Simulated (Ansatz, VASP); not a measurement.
# HgTe: VASP beside Ansatz

File INCAR:

```
SYSTEM = HgTe
PREC = Accurate
ENCUT = 520
EDIFF = 1E-7
ISMEAR = -1
SIGMA = 0.02
LREAL = .FALSE.
LASPH = .TRUE.
NELM = 60
ALGO = Normal
ISIF = 2
LWAVE = .FALSE.
LCHARG = .FALSE.
GGA = PE
NBANDS = 26
```

The input KPOINTS:

```
Automatic mesh
0
G
  6 6 4
  0 0 0
```

The input POSCAR:

```
HgTe
1.0
    4.9724812321      0.0000000000      0.0000000000
   -2.4862406161      4.3062950668      0.0000000000
    0.0000000000      0.0000000000      7.4411321954
Hg Te
2 2
Direct
    0.3333333333      0.6666666667      0.2500000000
    0.6666666667      0.3333333333      0.7500000000
    0.6666666667      0.3333333333      0.2500000000
    0.3333333333      0.6666666667      0.7500000000
```

Input for Ansatz:

```yaml
crystal:
  lattice:
    - [4.9724812321, 0.0, 0.0]
    - [-2.4862406161, 4.3062950668, 0.0]
    - [0.0, 0.0, 7.4411321954]
  atoms:
    - { symbol: Hg, position: [0.3333333333, 0.6666666667, 0.25] }
    - { symbol: Hg, position: [0.6666666667, 0.3333333333, 0.75] }
    - { symbol: Te, position: [0.6666666667, 0.3333333333, 0.25] }
    - { symbol: Te, position: [0.3333333333, 0.6666666667, 0.75] }
kpoints:
  mp_grid: { grid: [6, 6, 4] }
hamiltonian:
  xc: pbe
scf:
  occupations: { method: fermi_dirac, width: 0.02 }
  n_extra_bands: 5
output:
  forces: true
  stress: true
  eigenvalues: true
```

Alike in both runs: task single point; functional PBE; k mesh 6 × 6 × 4; occupations fermi-dirac, width 0.02 eV; no spin polarisation.

|  | VASP | Ansatz |
| --- | --- | --- |
| version | VASP 6.6.1 | Ansatz 0.2.0 |
| potentials or method | VASP PAW PBE potentials, release 64 (Hg, Te) | plane waves, PAW |
| plane-wave cutoff (eV) | 520 | 420 |
| valence electrons in the cell | 36 | 72 |

|  | VASP | Ansatz | Ansatz less VASP |
| --- | --- | --- | --- |
| pressure (GPa) | -1.6 | -1.6 | -0.04 |
| traceless stress, the component that is largest in VASP (GPa) | 0.96 | 0.99 | +0.033 |

With one functional, cell and mesh, what is left measures potentials, basis and numerics. VASP's potentials hold 36 valence electrons a cell and Ansatz's 72, so a difference there can come from the potentials and not from the codes.

Neither program's run includes spin-orbit coupling.
